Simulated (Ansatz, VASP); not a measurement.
## One calculation of SnO, two programs

```xyz
4
Lattice="3.3550 0.0000 0.0000 0.0000 5.6741 0.0000 0.0000 0.0000 4.2220" Properties=species:S:1:pos:R:3 pbc="T T T"
Sn    0.0000    1.3159    2.1665
Sn    1.6775    4.3582    0.0555
O     0.0000    5.0570    3.1110
O     1.6775    0.6171    1.0000
```

Alike in both runs: task single point; functional LDA; k mesh 4 × 2 × 3; no spin polarisation.

|  | VASP | Ansatz |
| --- | --- | --- |
| version | VASP 6.6.1 | Ansatz 0.2.0 |
| potentials or method | VASP PAW LDA potentials, release 64 (Sn_d, O) | plane waves, PAW |
| plane-wave cutoff (eV) | 520 | 420 |
| occupations | gaussian, width 0.01 eV | fixed |
| valence electrons in the cell | 40 | 40 |

|  | VASP | Ansatz | Ansatz less VASP |
| --- | --- | --- | --- |
| gap on the k mesh at the Fermi level (eV) | 1.63 | 1.65 | +0.022 |

LDA's correlation is that of Perdew and Zunger in VASP and of Perdew and Wang (1992) in Ansatz.

The k mesh is coarse, so the values compare programs but aren't converged.
